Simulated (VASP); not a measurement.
# Co2Cl (Pnnm) in VASP: single point with LDA

Aim: the single point of Co2Cl with LDA.

All numbers are computed with VASP 6.6.1; they aren't measurements. Logs are shortened: lines on timing, memory, paths and dates and some standing lists are left out, and cuts for length are marked.

## (1) The cell of the first run

The structure is orthorhombic, space group Pnnm (No. 58). The conventional cell has a = 5.180 Å, b = 5.269 Å, c = 3.433 Å, α = 90.00°, β = 90.00°, γ = 90.00°. Within 3.0 Å of Co (site symmetry m) lie 3 Cl at 2.26 to 2.27 Å and 1 Co at 2.98 Å. Cl (site symmetry 2/m) has 6 Co at 2.26 to 2.27 Å within 3.0 Å.

## (2) Single point, LDA, non-collinear spin, typed start

INCAR reads:

```
SYSTEM = Co2Cl
  PREC = Accurate
  ENCUT = 600
  EDIFF = 1E-6
  ISMEAR = -1
  SIGMA = 0.1
  LREAL = .False.
  LASPH = .True.
  NELM = 200
  ALGO = Normal
  ISIF = 2
  LWAVE = .False.
  LCHARG = .False.
  LNONCOLLINEAR = .True.
  MAGMOM = -0.413 1.661 2.464 -2.027 1.876 -1.173 -1.537 -0.873 2.424 -0.345 2.532 1.571 0 0 0 0 0 0
  LORBIT = 11
  LMAXMIX = 4
  GGA = CA
  NBANDS = 66
  GGA_COMPAT = .False.
  KPAR = 4
```

KPOINTS reads:

```
regular mesh
0
Gamma
  5 4 4
  0 0 0
```

POSCAR reads:

```
Co2Cl
1.0
    3.4330352400      0.0000000000      0.0000000000
    0.0000000000      5.2694238200      0.0000000000
    0.0000000000      0.0000000000      5.1795946300
Co Cl
4 2
Direct
    0.0000000000      0.3470000000      0.2580000000
    0.5000000000      0.1530000000      0.7580000000
    0.0000000000      0.6530000000      0.7420000000
    0.5000000000      0.8470000000      0.2420000000
    0.0000000000      0.0000000000      0.0000000000
    0.5000000000      0.5000000000      0.5000000000
```

Potentials or basis: VASP PAW LDA potentials, release 64 (Co, Cl).

The run is started by

```bash
cat potpaw_LDA.64/Co/POTCAR potpaw_LDA.64/Cl/POTCAR > POTCAR
mpirun -np 4 vasp_ncl > vasp.out
```

OUTCAR:

```text
SYSTEM = Co2Cl
   PREC = Accurate
   ENCUT = 600
   EDIFF = 1E-6
   ISMEAR = -1
   LREAL = .False.
   LASPH = .True.
   NELM = 200
   ISIF = 2
   LNONCOLLINEAR = .True.
   LORBIT = 11
   GGA = CA

 ion  position               nearest neighbor table
   1  0.000  0.347  0.258-   5 2.26   6 2.27   6 2.27   3 2.98   3 3.12
   2  0.500  0.153  0.758-   6 2.26   5 2.27   5 2.27   4 2.98   4 3.12
   3  0.000  0.653  0.742-   5 2.26   6 2.27   6 2.27   1 2.98   1 3.12
   4  0.500  0.847  0.242-   6 2.26   5 2.27   5 2.27   2 2.98   2 3.12
   5  0.000  0.000  0.000-   1 2.26   3 2.26   2 2.27   4 2.27   2 2.27   4 2.27
   6  0.500  0.500  0.500-   2 2.26   4 2.26   3 2.27   1 2.27   1 2.27   3 2.27

  LATTYP: Found a simple orthorhombic cell.
 ALAT       =     3.4330352400
 B/A-ratio  =     1.5087507899
 C/A-ratio  =     1.5349169034

  Lattice vectors:

 A1 = (  -3.4330352400,   0.0000000000,   0.0000000000)
 A2 = (   0.0000000000,   0.0000000000,   5.1795946300)
 A3 = (   0.0000000000,   5.2694238200,   0.0000000000)

Analysis of symmetry for initial positions (statically):
=====================================================================
 Subroutine PRICEL returns:
 Original cell was already a primitive cell.

 Routine SETGRP: Setting up the symmetry group for a
 simple orthorhombic supercell.

 Subroutine GETGRP returns: Found  8 space group operations
 (whereof  4 operations were pure point group operations)
 out of a pool of  8 trial point group operations.

The static configuration has the point symmetry C_2h.
 The point group associated with its full space group is D_2h.

Analysis of symmetry for dynamics (positions and initial velocities):
=====================================================================
 Subroutine PRICEL returns:
 Original cell was already a primitive cell.

 Routine SETGRP: Setting up the symmetry group for a
 simple orthorhombic supercell.

 Subroutine GETGRP returns: Found  8 space group operations
 (whereof  4 operations were pure point group operations)
 out of a pool of  8 trial point group operations.

The dynamic configuration has the point symmetry C_2h.
 The point group associated with its full space group is D_2h.

Analysis of structural, dynamic, and magnetic symmetry:
=====================================================================
 Subroutine PRICEL returns:
 Original cell was already a primitive cell.

 Routine SETGRP: Setting up the symmetry group for a
 simple orthorhombic supercell.

 Subroutine GETGRP returns: Found  1 space group operations
 (whereof  1 operations were pure point group operations)
 out of a pool of  8 trial point group operations.

The overall configuration has the point symmetry C_1 .

 Subroutine INISYM returns: Found  1 space group operations
 (whereof  1 operations are pure point group operations),
 and found     1 'primitive' translations

----------------------------------------------------------------------------------------

                                     Primitive cell

  volume of cell :      93.6995

  direct lattice vectors                    reciprocal lattice vectors
     3.433035240  0.000000000  0.000000000     0.291287426  0.000000000  0.000000000
     0.000000000  5.269423820  0.000000000     0.000000000  0.189774069  0.000000000
     0.000000000  0.000000000  5.179594630     0.000000000  0.000000000  0.193065302

  length of vectors
     3.433035240  5.269423820  5.179594630     0.291287426  0.189774069  0.193065302

  position of ions in fractional coordinates (direct lattice)
     0.000000000  0.347000000  0.258000000
     0.500000000  0.153000000  0.758000000
     0.000000000  0.653000000  0.742000000
     0.500000000  0.847000000  0.242000000
     0.000000000  0.000000000  0.000000000
     0.500000000  0.500000000  0.500000000

  ion indices of the primitive-cell ions
   primitive index   ion index
                 1           1
                 2           2
                 3           3
                 4           4
                 5           5
                 6           6

----------------------------------------------------------------------------------------

 KPOINTS: regular mesh

Automatic generation of k-mesh.
 Grid dimensions read from file:
 generate k-points for:    5    4    4

 Generating k-lattice:

  Cartesian coordinates                     Fractional coordinates (reciprocal lattice)
     0.058257485  0.000000000  0.000000000     0.200000000  0.000000000  0.000000000
     0.000000000  0.047443517  0.000000000     0.000000000  0.250000000  0.000000000
     0.000000000  0.000000000  0.048266325     0.000000000  0.000000000  0.250000000

  Length of vectors
     0.058257485  0.047443517  0.048266325

  Shift w.r.t. Gamma in fractional coordinates (k-lattice)
     0.000000000  0.000000000  0.000000000

 Subroutine IBZKPT returns following result:
 ===========================================

 Found     80 irreducible k-points:

 Following reciprocal coordinates:
            Coordinates               Weight
  0.000000  0.000000  0.000000      1.000000
  0.200000  0.000000  0.000000      1.000000
 -0.200000  0.000000  0.000000      1.000000
  0.400000  0.000000  0.000000      1.000000
 -0.400000  0.000000  0.000000      1.000000
  0.000000  0.250000  0.000000      1.000000
[... 16 lines left out ...]
  0.200000  0.000000  0.250000      1.000000
 -0.200000  0.000000 -0.250000      1.000000
 [... further k-points ...]
   k-points           NKPTS =     80   k-points in BZ     NKDIM =     80   number of bands    NBANDS=     66
   number of dos      NEDOS =    301   number of ions     NIONS =      6
   total plane-waves  NPLWV =  49392
   dimension x,y,z NGX =    28 NGY =   42 NGZ =   42
   dimension x,y,z NGXF=    56 NGYF=   84 NGZF=   84
   ions per type =               4   2
   NGX,Y,Z   is equivalent  to a cutoff of  13.56, 13.25, 13.48 a.u.
   NGXF,Y,Z  is equivalent  to a cutoff of  27.12, 26.50, 26.96 a.u.
 SYSTEM =  Co2Cl
   PREC   = accura    normal or accurate (medium, high low for compatibility)
   ISTART =      0    job   : 0-new  1-cont  2-samecut
   ICHARG =      2    charge: 1-file 2-atom 10-const
   ISPIN  =      1    spin polarized calculation?
   LNONCOLLINEAR =      T non collinear calculations
   LSORBIT =      F    spin-orbit coupling
   LASPH  =      T    aspherical Exc in radial PAW
   ENCUT  =  600.0 eV  44.10 Ry    6.64 a.u.   6.86 10.52 10.34*2*pi/ulx,y,z
   NELM   =    200;   NELMIN=  2; NELMDL= -5     # of ELM steps
   EDIFF  = 0.1E-05   stopping-criterion for ELM
   LREAL  =      F    real-space projection
   EDIFFG = 0.1E-04   stopping-criterion for IOM
   NSW    =      0    number of steps for IOM
   IBRION =     -1    ionic relax: 0-MD 1-quasi-New 2-CG
   NFREE  =      0    steps in history (QN), initial steepest desc. (CG)
   ISIF   =      2    stress and relaxation
   ISYM   =      2    0-nonsym 1-usesym 2-fastsym
   POTIM  = 0.5000    time-step for ionic-motion
   TEBEG  =    0.0;   TEEND  =   0.0 temperature during run
   PSTRESS=    0.0 pullay stress
   NELECT =      50.0000    total number of electrons
   NUPDOWN=      -1.0000    fix difference up-down
   EMIN   =  10.00;   EMAX   =-10.00  energy-range for DOS
   EFERMI =   0.00;   METHOD = LEGACY
   ISMEAR =    -1;   SIGMA  =   0.10  broadening in eV -4-tet -1-fermi 0-gaus
   EFERMI_NEDOS =   21; number of points for ismear=-14 and -15
   IALGO  =     38    algorithm
   IMIX   =      4    mixing-type and parameters
     AMIX     =   0.40;   BMIX     =  1.00
     AMIX_MAG =   1.60;   BMIX_MAG =  1.00
  volume/ion in A,a.u.               =      15.62       105.39
  Fermi-wavevector in a.u.,A,eV,Ry     =   1.327860  2.509292 23.989975  1.763213
  Thomas-Fermi vector in A             =   2.457141
   LORBIT       =     11    0 simple, 1 ext, 2 COOP (PROOUT), +10 PAW based schemes
   GGA     = CA    functional components
   LHFCALC =     F    Hartree Fock is set to
   AEXX    =    0.0000 exact exchange contribution
   IVDW    =     0    specifies the selected vdW correction
   LEPSILON=     F    determine dielectric tensor
   LRPA    =     F    only Hartree local field effects (RPA)
  energy-cutoff  :      600.00
  volume of cell :       93.70
 maximum number of plane-waves:      6282
   NGX = 13   NGY = 21   NGZ = 21

 number of electron      49.9999992 magnetization      -3.4314601      3.4682712      3.6440788

 Free energy of the ion-electron system (eV)
  ---------------------------------------------------
  ext. energy  EPLUGINS =         0.00000000
  ---------------------------------------------------
  free energy    TOTEN  =       -31.50869666 eV

  energy without entropy =      -31.25404366  energy(sigma->0) =      -31.38137016

 E-fermi :   7.1069     XC(G=0): -11.3678

 val. band max:        7.0973004352   @ k =   0.0000   0.0000   0.2500
 cond. band min:       7.1118347812   @ k =  -0.4000   0.5000   0.0000
 fundamental gap:      0.0145343459
 Fermi energy:         7.1069294851

 k-point     1 :       0.0000    0.0000    0.0000
  band No.  band energies     occupation
      1     -12.0927      1.00000
      2     -11.9890      1.00000
      3     -11.6215      1.00000
      4     -11.5180      1.00000
      5      -1.5403      1.00000
      6      -1.3786      1.00000
[... 54 lines left out ...]
     61      10.2397      0.00000
     62      10.6188      0.00000

 k-point     2 :       0.2000    0.0000    0.0000
  band No.  band energies     occupation
      1     -11.9393      1.00000
      2     -11.8348      1.00000
      3     -11.5514      1.00000
      4     -11.4468      1.00000
      5      -1.2917      1.00000
      6      -1.1276      1.00000
[... 1419 lines left out ...]
     61      10.4499      0.00000
     62      10.7530      0.00000

 k-point    24 :      -0.2000    0.0000   -0.2500
  band No.  band energies     occupation
      1     -11.8811      1.00000
      2     -11.7765      1.00000
      3     -11.6066      1.00000
      4     -11.5019      1.00000
      5      -1.3026      1.00000
      6      -1.1526      1.00000
[... 54 lines left out ...]
     61      10.4499      0.00000
     62      10.7530      0.00000

 [... further k-points ...]

 [bands above 62 left out]

------------------------ aborting loop because EDIFF is reached ----------------------------------------

  FORCE on cell =-STRESS in cart. coord.  units (eV):
  Direction    XX          YY          ZZ          XY          YZ          ZX
  --------------------------------------------------------------------------------------
  -------------------------------------------------------------------------------------
  Total       -7.2732820    -10.5249823    -10.1382911      0.0000000      0.0058115      0.0000015
  in kB     -124.3666236   -179.9677935   -173.3557198      0.0000001      0.0993720      0.0000262
  external PRESSURE =    -159.2300456 kB  Pullay stress =       0.0000000 kB

 VOLUME and BASIS-vectors are now :
 -----------------------------------------------------------------------------
  energy-cutoff  :      600.00
  volume of cell :       93.70
      direct lattice vectors                 reciprocal lattice vectors
     3.433035240  0.000000000  0.000000000     0.291287426  0.000000000  0.000000000
     0.000000000  5.269423820  0.000000000     0.000000000  0.189774069  0.000000000
     0.000000000  0.000000000  5.179594630     0.000000000  0.000000000  0.193065302

 POSITION                                       TOTAL-FORCE (eV/Angst)
 -----------------------------------------------------------------------------------
      0.00000      1.82849      1.33634        -0.000000     -0.175341     -0.201702
      1.71652      0.80622      3.92613        -0.000000      0.175318     -0.201593
      0.00000      3.44093      3.84326        -0.000000      0.175313      0.201630
      1.71652      4.46320      1.25346        -0.000000     -0.175228      0.201564
      0.00000      0.00000      0.00000         0.000000     -0.000154      0.000307
      1.71652      2.63471      2.58980         0.000000      0.000092     -0.000205
 -----------------------------------------------------------------------------------
    total drift:                                0.000000     -0.000046      0.000178

  FREE ENERGIE OF THE ION-ELECTRON SYSTEM (eV)
  ---------------------------------------------------
  free  energy   TOTEN  =       -31.5086966631 eV

  energy  without entropy=      -31.2540436563  energy(sigma->0) =      -31.38137016

 total charge

# of ion       s       p       d       tot
------------------------------------------
    1        0.284   0.285   7.470   8.039
    2        0.284   0.285   7.470   8.039
    3        0.284   0.285   7.470   8.039
    4        0.284   0.285   7.470   8.039
    5        1.581   3.423   0.000   5.004
    6        1.581   3.423   0.000   5.004
--------------------------------------------------
tot          4.299   7.987  29.879  42.165

 magnetization (x)

# of ion       s       p       d       tot
------------------------------------------
    1       -0.004   0.001  -0.856  -0.859
    2       -0.004   0.001  -0.857  -0.859
    3       -0.004   0.001  -0.857  -0.859
    4       -0.004   0.001  -0.856  -0.859
    5       -0.007  -0.047   0.000  -0.054
    6       -0.007  -0.047   0.000  -0.054
--------------------------------------------------
tot         -0.030  -0.089  -3.426  -3.544

 magnetization (y)

# of ion       s       p       d       tot
------------------------------------------
    1        0.004  -0.001   0.866   0.869
    2        0.004  -0.001   0.865   0.868
    3        0.004  -0.001   0.866   0.868
    4        0.004  -0.001   0.865   0.868
    5        0.007   0.047   0.000   0.054
    6        0.007   0.047   0.000   0.055
--------------------------------------------------
tot          0.030   0.090   3.462   3.582

 magnetization (z)

# of ion       s       p       d       tot
------------------------------------------
    1        0.004  -0.001   0.909   0.912
    2        0.004  -0.001   0.909   0.912
    3        0.004  -0.001   0.909   0.912
    4        0.004  -0.001   0.910   0.913
    5        0.008   0.049   0.000   0.057
    6        0.008   0.049   0.000   0.057
--------------------------------------------------
tot          0.032   0.094   3.638   3.764
```

Run time: 16 min. Hardware: 4 MPI ranks of Intel Xeon Platinum 8259CL at 2.50GHz (Skylake/Cascade Lake), shared host; peak memory 0.91 GiB.

Results:

```
Free energy                                           : -31.5087 eV
Pressure                                              : -15.9 GPa
Largest force                                         : 0.267 eV/Å
Band gap on the k mesh                                : zero (band 50 reaches 7.22 eV, above the bottom of band 51 at 6.88 eV)
Net moment                                            : 6.09 μB per cell
Valence electrons inside the program's atomic spheres : Co 8.04; Cl 5.00
```

Forces on the atoms (eV/Å):
```
Co   0.000 -0.175 -0.202
Co   0.000  0.175 -0.202
Co   0.000  0.175  0.202
Co   0.000 -0.175  0.202
Cl   0.000  0.000  0.000
Cl   0.000  0.000  0.000
```

Levels at points of the mesh, in eV from the Fermi level:
```
           k point  band 46  band 47  band 48  band 49  band 50  band 51  band 52  band 53  band 54  band 55
(0.00, 0.00, 0.00)    -0.52    -0.44    -0.32    -0.19     0.11     0.11     0.13     0.15     0.24     0.31
(0.00, 0.50, 0.00)    -0.61    -0.43    -0.43    -0.26    -0.26    -0.23    -0.23     0.51     0.51     0.68
(0.00, 0.00, 0.50)    -0.53    -0.49    -0.49    -0.19    -0.19     0.11     0.11     0.34     0.34     0.72
(0.00, 0.50, 0.50)    -0.51    -0.33    -0.33    -0.25    -0.25    -0.19    -0.19     0.70     0.70     1.03
```

Moments on the atoms (μB; x, y, z):
```
Co  -0.86  0.87  0.91
Co  -0.86  0.87  0.91
Co  -0.86  0.87  0.91
Co  -0.86  0.87  0.91
Cl  -0.05  0.05  0.06
Cl  -0.05  0.06  0.06
```

Caveat: the k points lie up to 0.37 Å⁻¹ apart. With open d or f shells a metallic result of LDA can be an artefact of self-interaction; +U or a hybrid may open a gap.
